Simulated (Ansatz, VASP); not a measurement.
**Two plane-wave programs on Zr2B**

The input INCAR:

```
ALGO = Normal
EDIFF = 1E-7
ENCUT = 520
GGA = PE
ISIF = 2
ISMEAR = 0
LASPH = True
LCHARG = False
LREAL = False
LWAVE = False
NBANDS = 36
NELM = 60
PREC = Accurate
SIGMA = 0.1
```

File KPOINTS:

```
k-points
0
Gamma
  6 6 2
```

POSCAR

```
Zr2B
1.0
    2.9665578800      0.0000000000      0.0000000000
    0.0000000000      2.9665578800      0.0000000000
    0.0000000000      0.0000000000     11.1124238200
Zr B
4 2
Direct
    0.0000000000      0.5000000000      0.8641184600
    0.5000000000      0.0000000000      0.3641184600
    0.5000000000      0.0000000000      0.6358815400
    0.0000000000      0.5000000000      0.1358815400
    0.0000000000      0.0000000000      0.7500000000
    0.0000000000      0.0000000000      0.2500000000
```

Input for Ansatz:

```yaml
crystal:
  lattice:
    - [2.96655788, 0.0, 0.0]
    - [0.0, 2.96655788, 0.0]
    - [0.0, 0.0, 11.11242382]
  atoms:
    - { symbol: Zr, position: [0.0, 0.5, 0.86411846] }
    - { symbol: Zr, position: [0.5, 0.0, 0.36411846] }
    - { symbol: Zr, position: [0.5, 0.0, 0.63588154] }
    - { symbol: Zr, position: [0.0, 0.5, 0.13588154] }
    - { symbol: B, position: [0.0, 0.0, 0.75] }
    - { symbol: B, position: [0.0, 0.0, 0.25] }
basis:
  ecutwfc: 420
kpoints:
  mp_grid: { grid: [6, 6, 2] }
hamiltonian:
  xc: pbe
scf:
  occupations: { method: gaussian, width: 0.1 }
  lower_state_search: "off"
output:
  forces: true
  stress: true
  eigenvalues: true
```

Change from the starting cell: species swapped into the AuI2 type (P4_2/mmc, No. 131).

Alike in both runs: task single point; functional PBE; k mesh 6 × 6 × 2; occupations gaussian, width 0.1 eV; no spin polarisation.

|  | VASP | Ansatz |
| --- | --- | --- |
| version | VASP 6.6.1 | Ansatz 0.2.0 |
| potentials or method | VASP PAW PBE potentials, release 64 (Zr_sv, B), cutoff 520 eV | scalar-relativistic, plane waves, PAW |
| valence electrons in the cell | 54 | 54 |

VASP gave:

| Quantity | Value |
| --- | --- |
| gap on the k mesh at the Fermi level (eV) | none |
| rms of the force components (eV/Å) | 2.305 |

Q: Which values does Ansatz return?

A: gap on the k mesh at the Fermi level (eV): none; rms of the force components (eV/Å): 2.286.

Atom by atom the forces differ by 0.019 eV/Å (rms over components). A gap of «none» marks a metal or a gap that the smearing closes.
